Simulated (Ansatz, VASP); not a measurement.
**One calculation of TiC, two programs**

INCAR

```
SYSTEM = TiC
PREC = Accurate
ENCUT = 600
EDIFF = 1E-6
ISMEAR = 0
SIGMA = 0.1
LREAL = .False.
LASPH = .True.
NELM = 80
ALGO = Normal
ISIF = 3
LWAVE = .False.
LCHARG = .False.
GGA = PE
IBRION = 2
NSW = 100
EDIFFG = -0.01
```

The input KPOINTS:

```
regular mesh
0
Gamma
  12 12 4
  0 0 0
```

Contents of POSCAR:

```
TiC
1.0
    3.0879802270      0.0000000000      0.0000000000
   -1.5439901135      2.6742693230      0.0000000000
    0.0000000000      0.0000000000      9.8771536596
Ti C
4 4
Direct
    0.6666666667      0.3333333333      0.7500000000
    0.0000000000      0.0000000000      0.0000000000
    0.3333333333      0.6666666667      0.2500000000
    0.0000000000      0.0000000000      0.5000000000
    0.3333333333      0.6666666667      0.8760143831
    0.6666666667      0.3333333333      0.1239856169
    0.6666666667      0.3333333333      0.3760143831
    0.3333333333      0.6666666667      0.6239856169
```

Input for Ansatz:

```yaml
crystal:
  lattice:
    - [3.087980227, 0.0, 0.0]
    - [-1.5439901135, 2.674269323, 0.0]
    - [0.0, 0.0, 9.8771536596]
  atoms:
    - { symbol: Ti, position: [0.6666666667, 0.3333333333, 0.75] }
    - { symbol: Ti, position: [0.0, 0.0, 0.0] }
    - { symbol: Ti, position: [0.3333333333, 0.6666666667, 0.25] }
    - { symbol: Ti, position: [0.0, 0.0, 0.5] }
    - { symbol: C, position: [0.3333333333, 0.6666666667, 0.8760143831] }
    - { symbol: C, position: [0.6666666667, 0.3333333333, 0.1239856169] }
    - { symbol: C, position: [0.6666666667, 0.3333333333, 0.3760143831] }
    - { symbol: C, position: [0.3333333333, 0.6666666667, 0.6239856169] }
basis:
  ecutwfc: 420
kpoints:
  mp_grid: { grid: [12, 12, 4] }
hamiltonian:
  xc: pbe
scf:
  occupations: { method: gaussian, width: 0.1 }
output:
  forces: true
  stress: true
  eigenvalues: true
relax:
  adjacent_minimum: "off"
  f_tol: 0.01
  max_steps: 80
  cell: { stress_tol: 0.05 }
```

Alike in both runs: task relaxation of cell and atoms; functional PBE; k mesh 12 × 12 × 4; occupations gaussian, width 0.1 eV; no spin polarisation.

```csv
,VASP,Ansatz
version,VASP 6.6.1,Ansatz 0.2.0
potentials or method,"VASP PAW PBE potentials, release 64 (Ti_sv, C), cutoff 600 eV","scalar-relativistic, plane waves, PAW"
valence electrons in the cell,64,64
```

|  | VASP | Ansatz | Ansatz less VASP |
| --- | --- | --- | --- |
| gap on the k mesh at the Fermi level, each at its own relaxed structure (eV) | none | none | - |
| relaxed volume (Å³/atom) | 10.19 | 10.18 | -0.003 |
| relaxed length of the cell vector where the two differ most in proportion (Å) | 3.102 | 3.101 | -0.0006 |

A gap of «none» marks a metal or a gap that the smearing closes.
